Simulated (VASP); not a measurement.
# GaN (wurtzite type) (P6_3mc) in VASP: a series of runs, part 2 of 2

VASP 6.6.1.

### Step 6. Relaxation of cell and atoms, PBE, target pressure 170 GPa, at which the enthalpy is minimised

This run uses another cell than the first one, of 7.44 Å³/atom, 0.953 times its volume.

The input, INCAR:

```
SYSTEM = GaN
PREC = Accurate
ENCUT = 600
EDIFF = 1E-6
ISMEAR = -1
SIGMA = 0.1
LREAL = .False.
LASPH = .True.
NELM = 100
ALGO = Normal
ISIF = 3
LWAVE = .False.
LCHARG = .False.
GGA = PE
IBRION = 2
NSW = 60
EDIFFG = -0.005
PSTRESS = 1700.0
```

The input, KPOINTS:

```
regular mesh
0
Gamma
  13 13 7
  0 0 0
```

The input, POSCAR:

```
GaN
1.0
    2.7626988671      0.0000000000      0.0000000000
   -1.3813494336      2.3925674020      0.0000000000
    0.0000000000      0.0000000000      4.5031991534
Ga N
2 2
Direct
    0.3333333333      0.6666666667      0.0000000000
    0.6666666667      0.3333333333      0.5000000000
    0.3333333333      0.6666666667      0.3760000000
    0.6666666667      0.3333333333      0.8760000000
```

Potentials or basis: VASP PAW PBE potentials, release 64 (Ga_d, N).

Started as:

```bash
$ cat potpaw_PBE.64/Ga_d/POTCAR potpaw_PBE.64/N/POTCAR > POTCAR
$ mpirun -np 1 vasp_std > vasp.out
```

OUTCAR:

```text
SYSTEM = GaN
   PREC = Accurate
   ENCUT = 600
   EDIFF = 1E-6
   ISMEAR = -1
   LREAL = .False.
   LASPH = .True.
   NELM = 100
   ISIF = 3
   GGA = PE
   IBRION = 2
   NSW = 60
   EDIFFG = -0.005
   PSTRESS = 1700.0

 ion  position               nearest neighbor table
   1  0.333  0.667  0.000-   4 1.69   4 1.69   4 1.69   3 1.69   2 2.76   2 2.76   2 2.76   2 2.76
                             2 2.76   2 2.76
   2  0.667  0.333  0.500-   3 1.69   3 1.69   3 1.69   4 1.69   1 2.76   1 2.76   1 2.76   1 2.76
                             1 2.76   1 2.76
   3  0.333  0.667  0.376-   2 1.69   2 1.69   2 1.69   1 1.69
   4  0.667  0.333  0.876-   1 1.69   1 1.69   1 1.69   2 1.69

  LATTYP: Found a hexagonal cell.
 ALAT       =     2.7626988671
 C/A-ratio  =     1.6300000000

  Lattice vectors:

 A1 = (   2.7626988671,   0.0000000000,   0.0000000000)
 A2 = (  -1.3813494336,   2.3925674020,   0.0000000000)
 A3 = (   0.0000000000,   0.0000000000,   4.5031991534)

Analysis of symmetry for initial positions (statically):
=====================================================================
 Subroutine PRICEL returns:
 Original cell was already a primitive cell.

 Routine SETGRP: Setting up the symmetry group for a
 hexagonal supercell.

 Subroutine GETGRP returns: Found 12 space group operations
 (whereof  6 operations were pure point group operations)
 out of a pool of 24 trial point group operations.

The static configuration has the point symmetry C_3v.
 The point group associated with its full space group is C_6v.

Analysis of symmetry for dynamics (positions and initial velocities):
=====================================================================
 Subroutine PRICEL returns:
 Original cell was already a primitive cell.

 Routine SETGRP: Setting up the symmetry group for a
 hexagonal supercell.

 Subroutine GETGRP returns: Found 12 space group operations
 (whereof  6 operations were pure point group operations)
 out of a pool of 24 trial point group operations.

The dynamic configuration has the point symmetry C_3v.
 The point group associated with its full space group is C_6v.

[... 135 lines left out ...]
  energy-cutoff  :      600.00
  volume of cell :       29.77
 maximum number of plane-waves:      1015
 NGX is ok and might be reduce to    24
   NGX = 11   NGY = 11   NGZ = 17

--------------------------------------- Ionic step        1  -------------------------------------------

 number of electron      35.9999997 magnetization

 Free energy of the ion-electron system (eV)
  ---------------------------------------------------
  ext. energy  EPLUGINS =         0.00000000
  ---------------------------------------------------
  free energy    TOTEN  =       -16.78210116 eV

  energy without entropy =      -16.78210116  energy(sigma->0) =      -16.78210116

------------------------ aborting loop because EDIFF is reached ----------------------------------------

  FORCE on cell =-STRESS in cart. coord.  units (eV):
  Direction    XX          YY          ZZ          XY          YZ          ZX
  --------------------------------------------------------------------------------------
  -------------------------------------------------------------------------------------
  Total       38.5758755     38.5758755     38.9263206     -0.0000000      0.0000000     -0.0000000
  in kB     2076.3831171   2076.3831173   2095.2461556     -0.0000000      0.0000000     -0.0000000
  external PRESSURE =     382.6707967 kB  Pullay stress =    1700.0000000 kB
[... 27 lines left out ...]
--------------------------------------- Ionic step        2  -------------------------------------------

 number of electron      36.0000029 magnetization

 E-fermi :   9.2047     XC(G=0): -12.6795

 val. band max:        7.5298045138   @ k =   0.0000   0.0000   0.0000
 cond. band min:      10.6233904766   @ k =   0.0000   0.0000   0.0000
 fundamental gap:      3.0935859627
 Fermi energy:         9.2047445148

 k-point     1 :       0.0000    0.0000    0.0000
  band No.  band energies     occupation
      1     -10.2146      2.00000
      2      -8.6987      2.00000
      3      -6.2404      2.00000
      4      -6.2027      2.00000
      5      -6.2027      2.00000
      6      -6.0953      2.00000
[... 666 lines left out ...]
  energy  without entropy=      -18.5915230775  energy(sigma->0) =      -18.59152308

  enthalpy is  TOTEN    =        14.6402674484 eV   P V=       33.2317905261

[... ionic steps 4 to 14 ...]

--------------------------------------- Ionic step       15  -------------------------------------------

 number of electron      36.0000000 magnetization

------------------------ aborting loop because EDIFF is reached ----------------------------------------
[... 75 lines left out ...]
--------------------------------------- Ionic step       17  -------------------------------------------

 number of electron      36.0000000 magnetization

 Free energy of the ion-electron system (eV)
  ---------------------------------------------------
  ext. energy  EPLUGINS =         0.00000000
  ---------------------------------------------------
  free energy    TOTEN  =       -18.42085415 eV

  energy without entropy =      -18.42085415  energy(sigma->0) =      -18.42085415

 E-fermi :  12.5279     XC(G=0): -13.8898

 val. band max:       10.5949137764   @ k =   0.0000   0.0000   0.0000
 cond. band min:      14.8484815126   @ k =   0.0000   0.0000   0.0000
 fundamental gap:      4.2535677363
 Fermi energy:        12.5278941104

 k-point     1 :       0.0000    0.0000    0.0000
  band No.  band energies     occupation
      1      -9.6151      2.00000
      2      -7.4583      2.00000
      3      -4.0931      2.00000
      4      -3.9919      2.00000
      5      -3.9919      2.00000
      6      -3.8092      2.00000
[... 626 lines left out ...]
  energy  without entropy=      -18.4208541536  energy(sigma->0) =      -18.42085415

  enthalpy is  TOTEN    =        14.6344415958 eV   P V=       33.0552957495

 reached required accuracy - stopping structural energy minimisation
```

OSZICAR:

```text
N       E                     dE             d eps       ncg     rms          rms(c)
DAV:   1     0.290038767387E+03    0.29004E+03   -0.20141E+04  4204   0.375E+03
[... 130 lines left out ...]
DAV:   1    -0.184202036293E+02    0.25970E-02   -0.81165E-05  5702   0.165E-01    0.104E-02
DAV:   2    -0.184202020828E+02    0.15464E-05   -0.98252E-06  4444   0.697E-02    0.529E-03
DAV:   3    -0.184202013872E+02    0.69565E-06   -0.83019E-07  2042   0.271E-02
  16 F= 0.14634442E+02 E0= 0.14634442E+02  d E =-.616564E-04
       N       E                     dE             d eps       ncg     rms          rms(c)
DAV:   1    -0.184208542565E+02   -0.65217E-03   -0.69035E-06  4418   0.348E-02    0.265E-03
DAV:   2    -0.184208541537E+02    0.10276E-06   -0.89331E-07  1948   0.204E-02
  17 F= 0.14634442E+02 E0= 0.14634442E+02  d E =-.616545E-04
```

CONTCAR:

```text
GaN
   1.00000000000000
     2.7862857866030897   -0.0000000002352338   -0.0000000000000000
    -1.3931428935556900    2.4129942742969557   -0.0000000000000000
    -0.0000000000000000    0.0000000000000000    4.6336236552353354
  Ga              N
     2     2
Direct
     0.3333333332999970    0.6666666667000030    0.0032034011719806
     0.6666666667000030    0.3333333332999970    0.5032034011719808
     0.3333333332999970    0.6666666667000030    0.3727965988280171
     0.6666666667000030    0.3333333332999970    0.8727965988280169

  0.00000000E+00  0.00000000E+00  0.00000000E+00
  0.00000000E+00  0.00000000E+00  0.00000000E+00
  0.00000000E+00  0.00000000E+00  0.00000000E+00
  0.00000000E+00  0.00000000E+00  0.00000000E+00
```

Wall time 5.5 min (1 thread of Intel Xeon Platinum 8488C (Sapphire Rapids), shared host); peak memory 0.2 GiB.

Results:

| Quantity | Value |
| --- | --- |
| Free energy | -18.4209 eV |
| Relaxed volume | 7.79 Å³/atom |
| Relaxed cell | a = 2.786 Å, b = 2.786 Å, c = 4.634 Å, α = 90.00°, β = 90.00°, γ = 120.00° |
| Space group after relaxing (to 0.05 Å) | P6_3mc (No. 186) |
| Energy change on relaxing (the enthalpy is what falls) | -409.7 meV/atom |
| Ionic steps | 17 |
| Pressure after relaxing | 170.0 GPa |
| Band gap on the k mesh | 4.25 eV, direct |

Forces on the atoms (eV/Å):
```
Ga   0.000  0.000  0.002
Ga   0.000  0.000  0.002
N    0.000  0.000 -0.002
N    0.000  0.000 -0.002
```

Step by step:
| step | energy change (eV) | largest force (eV/Å) | pressure (GPa) | volume (Å³) |
| --- | --- | --- | --- | --- |
| 1 | 0.0000 | 0.1041 | 208.27 | 29.77 |
| 2 | -6.2090 | 0.1269 | 57.02 | 38.10 |
| 3 | -1.8094 | 0.0223 | 166.47 | 31.32 |
| 4 | -1.6647 | 0.0267 | 169.72 | 31.18 |
| 5 | -1.6342 | 0.0278 | 170.86 | 31.15 |
| 6 | -1.6392 | 0.1844 | 170.30 | 31.16 |
| 7 | -1.6387 | 0.1668 | 170.31 | 31.16 |
| 8 | -1.6499 | 0.1238 | 170.06 | 31.17 |
| 9 | -1.6825 | 0.0115 | 169.29 | 31.20 |
| 10 | -1.6935 | 0.0593 | 168.97 | 31.21 |
| 11 | -1.6802 | 0.0547 | 169.18 | 31.19 |
| 12 | -1.6394 | 0.0433 | 170.06 | 31.15 |
| 13 | -1.6244 | 0.0393 | 170.30 | 31.14 |
| 14 | -1.6217 | 0.0388 | 170.44 | 31.14 |
| 15 | -1.6407 | 0.0078 | 170.03 | 31.16 |
| 16 | -1.6381 | 0.0014 | 170.13 | 31.15 |
| 17 | -1.6388 | 0.0024 | 169.98 | 31.15 |

Final structure:
```yaml
crystal:
  lattice:
    - [2.78629, 0.00000, 0.00000]
    - [-1.39314, 2.41299, 0.00000]
    - [0.00000, 0.00000, 4.63362]
  atoms:
    - { symbol: Ga, position: [0.33333, 0.66667, 0.00320] }
    - { symbol: Ga, position: [0.66667, 0.33333, 0.50320] }
    - { symbol: N, position: [0.33333, 0.66667, 0.37280] }
    - { symbol: N, position: [0.66667, 0.33333, 0.87280] }
```

Caveat: the cell is relaxed towards a set pressure, so the enthalpy falls and the energy may rise. PBE gaps usually lie below the measured ones, often by a third to a half.
